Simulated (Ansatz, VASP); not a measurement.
**SiW: VASP beside Ansatz**

```
CELL_PARAMETERS angstrom
0.00000 2.51285 2.51285
2.51285 0.00000 2.51285
2.51285 2.51285 0.00000
ATOMIC_POSITIONS crystal
W 0.00000 0.00000 0.00000
Si 0.50000 0.50000 0.50000
```

Alike in both runs: task electric field gradients; functional PBE; k mesh 20 × 20 × 20; occupations fermi-dirac, width 0.05 eV; no spin polarisation.

|  | VASP | Ansatz |
| --- | --- | --- |
| version | VASP 6.6.1 | Ansatz 0.2.0 |
| potentials or method | VASP PAW PBE potentials, release 64 (W_sv, Si) | PAW with Ansatz's default frozen-core files, scalar-relativistic |
| plane-wave cutoff (eV) | 520 | 420 |
| valence electrons in the cell | 18 | 18 |

|  | VASP | Ansatz | Ansatz less VASP |
| --- | --- | --- | --- |
| pressure (GPa) | 0.0 | -0.1 | -0.10 |

The functional is the same, so the differences come from potentials, cutoffs and numerics.

Spin-orbit coupling is off throughout.
